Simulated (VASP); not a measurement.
Input of a VASP 6.6.1 run:

File INCAR:

```
SYSTEM = Si
  ALGO = Normal
  EDIFF = 1E-6
  ENCUT = 520
  ISIF = 2
  ISMEAR = 0
  LASPH = .TRUE.
  LCHARG = .FALSE.
  LREAL = .FALSE.
  LWAVE = .FALSE.
  NBANDS = 26
  NELM = 100
  PREC = Accurate
  SIGMA = 0.15
```

KPOINTS

```
k-points
0
G
  6 6 6
  0 0 0
```

The input POSCAR:

```
Si
1.0
    5.0766278721      2.6256074519      1.8083068679
   -4.7646695602      2.3139242452      1.4774322473
   -0.1139464190     -5.0772300052      1.8421347382
Si
8
Direct
    0.0460432416      0.7440381650      0.5510087150
    0.9540000393      0.2560494717      0.4489949838
    0.7319914270      0.7432282999      0.7170886194
    0.2682919308      0.4385120632      0.9536512660
    0.4420734608      0.9553390535      0.2548570804
    0.7316646498      0.5614600011      0.0463382774
    0.2679597463      0.2566913942      0.2828691355
    0.5579755045      0.0446815513      0.7451919224
```

Potentials or basis: VASP PAW LDA potentials, release 64 (Si).

Launch:

```console
$ cat potpaw_LDA.64/Si/POTCAR > POTCAR
$ mpirun -np 1 vasp_std > vasp.out
```

Q: What does it give for the pressure?

A: 8.7 GPa.

Q: Estimate the band gap on the k mesh.

A: Zero (bands 16 and 17 overlap by 1.42 eV).

Forces on the atoms (eV/Å):
```
Si  -0.003  0.002  0.002
Si   0.002 -0.003 -0.002
Si  -0.001  0.002  0.007
Si  -0.004  0.001 -0.004
Si  -0.003  0.003 -0.004
Si   0.004 -0.001  0.005
Si   0.001 -0.001 -0.007
Si   0.004 -0.003  0.003
```

Caveat: the stress differs along the axes, from 3 to 13 GPa.
